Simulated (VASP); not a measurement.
## CdTe (zincblende type): single point with PBEsol

Crystal: CdTe (zincblende type).

```
Cd Te
1.0
     0.00000    2.90851    2.90851
     2.90851    0.00000    2.90851
     2.90851    2.90851    0.00000
Cd Te
1 1
Direct
  0.00000 0.00000 0.00000
  0.25000 0.25000 0.25000
```

This cell differs from its parent crystal: volume scaled by 0.72.

```yaml
Program: VASP 6.6.1
Task: single point
Functional: PBEsol
Potentials_or_basis: VASP PAW PBE potentials, release 64 (Cd, Te)
Cutoff: 520 eV
k_mesh: 12 × 12 × 12
Occupations: fermi-dirac, width 0.05 eV
Spin: no spin polarisation
Dipole_correction: no
Further_INCAR_settings: ALGO = Normal; EDIFF = 1e-06; NBANDS = 16
```

* Pressure: 30.3 GPa
* Band gap on the k mesh: 1.56 eV, indirect (least direct gap 1.65 eV)

Levels at points of the mesh, in eV from the valence-band top:
```csv
k point,band 7,band 8,band 9,band 10,band 11,band 12
"(0.00, 0.00, 0.00)",0.00,0.00,0.00,1.65,4.09,4.09
"(0.50, 0.00, 0.00)",-6.84,-1.43,-1.43,1.95,4.78,4.78
"(0.50, 0.50, 0.00)",-6.25,-3.33,-3.33,1.56,2.13,10.70
```

It took 37 s on 1 thread of Intel(R) Xeon(R) Platinum 8259CL CPU @ 2.50GHz (Skylake/Cascade Lake) (shared host), peak memory 0.21 GiB.

Caveat: the PAW data sets were made with another functional, which shifts forces and pressure a little; spin-orbit coupling is left out, which moves the levels of the heavy elements. A k mesh can miss the band edges.
